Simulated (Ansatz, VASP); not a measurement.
## One calculation of Sc2B5F, two programs

```
CELL_PARAMETERS angstrom
4.44256 0.00000 0.00000
-2.22128 3.84737 0.00000
0.00000 0.00000 6.30891
ATOMIC_POSITIONS crystal
Sc 0.66667 0.33333 0.00000
Sc 0.00000 0.00000 0.50000
B 0.00000 0.00000 0.86772
B 0.00000 0.00000 0.13228
B 0.20777 0.79223 0.00000
B 0.20777 0.41554 0.00000
B 0.58446 0.79223 0.00000
F 0.33333 0.66667 0.50000
```

Alike in both runs: functional PBE; k mesh 6 × 6 × 4; occupations gaussian, width 0.1 eV; no spin polarisation.

Ansatz relaxed the structure, and its values are those at the end. VASP's run is a single point on that final structure, the one shown.

|  | VASP | Ansatz |
| --- | --- | --- |
| version | VASP 6.6.1 | Ansatz 0.2.0 |
| potentials or method | VASP PAW PBE potentials, release 64 (Sc_sv, B, F), cutoff 520 eV | scalar-relativistic, plane waves, PAW |
| valence electrons in the cell | 44 | 44 |

|  | VASP | Ansatz | Ansatz less VASP |
| --- | --- | --- | --- |
| gap on the k mesh at the Fermi level (eV) | none | none | - |
| pressure (GPa) | 0.2 | 0.1 | -0.13 |

A gap of «none» marks a metal or a gap that the smearing closes.
